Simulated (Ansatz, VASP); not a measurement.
One calculation of NaI, two programs

The input INCAR:

```
SYSTEM = NaI
PREC = Accurate
ENCUT = 520
EDIFF = 1E-6
ISMEAR = 0
SIGMA = 0.05
LREAL = .False.
LASPH = .True.
NELM = 100
ALGO = Normal
ISIF = 2
LWAVE = .False.
LCHARG = .False.
GGA = PE
NBANDS = 14
```

The input KPOINTS:

```
Automatic mesh
0
Gamma
  6 6 6
  0 0 0
```

The input POSCAR:

```
NaI
1.0
    0.0000000000      3.1393080000      3.2364000000
    3.1393080000      0.0000000000      3.2364000000
    3.1393080000      3.1393080000      0.0000000000
Na I
1 1
Direct
    0.0000000000      0.0000000000      0.0000000000
    0.5000000000      0.5000000000      0.5000000000
```

Input for Ansatz:

```yaml
crystal:
  lattice:
    - [0.0, 3.139308, 3.2364]
    - [3.139308, 0.0, 3.2364]
    - [3.139308, 3.139308, 0.0]
  atoms:
    - { symbol: Na, position: [0.0, 0.0, 0.0] }
    - { symbol: I, position: [0.5, 0.5, 0.5] }
basis:
  ecutwfc: 420
kpoints:
  mp_grid: { grid: [6, 6, 6] }
hamiltonian:
  xc: pbe
scf:
  occupations: { method: gaussian, width: 0.05 }
output:
  forces: true
  stress: true
  eigenvalues: true
```

Change from the starting cell: strain -0.030 along x and y, +0.000 along z, atoms carried along.

Alike in both runs: task single point; functional PBE; k mesh 6 × 6 × 6; occupations gaussian, width 0.05 eV; no spin polarisation.

|  | VASP | Ansatz |
| --- | --- | --- |
| version | VASP 6.6.1 | Ansatz 0.2.0 |
| potentials or method | VASP PAW PBE potentials, release 64 (Na_pv, I), cutoff 520 eV | scalar-relativistic, plane waves, PAW |
| valence electrons in the cell | 14 | 26 |

|  | VASP | Ansatz | Ansatz less VASP |
| --- | --- | --- | --- |
| gap on the k mesh at the Fermi level (eV) | 3.79 | 3.80 | +0.004 |
| least direct gap on the mesh (eV) | 3.79 | 3.80 | +0.004 |
| pressure (GPa) | 1.7 | 1.7 | -0.03 |
| traceless stress, the component that is largest in VASP (GPa) | -0.69 | -0.69 | +0.004 |

VASP's potentials hold 14 valence electrons a cell and Ansatz's 26, so a difference there can come from the potentials and not from the codes.

Spin-orbit coupling is off throughout.
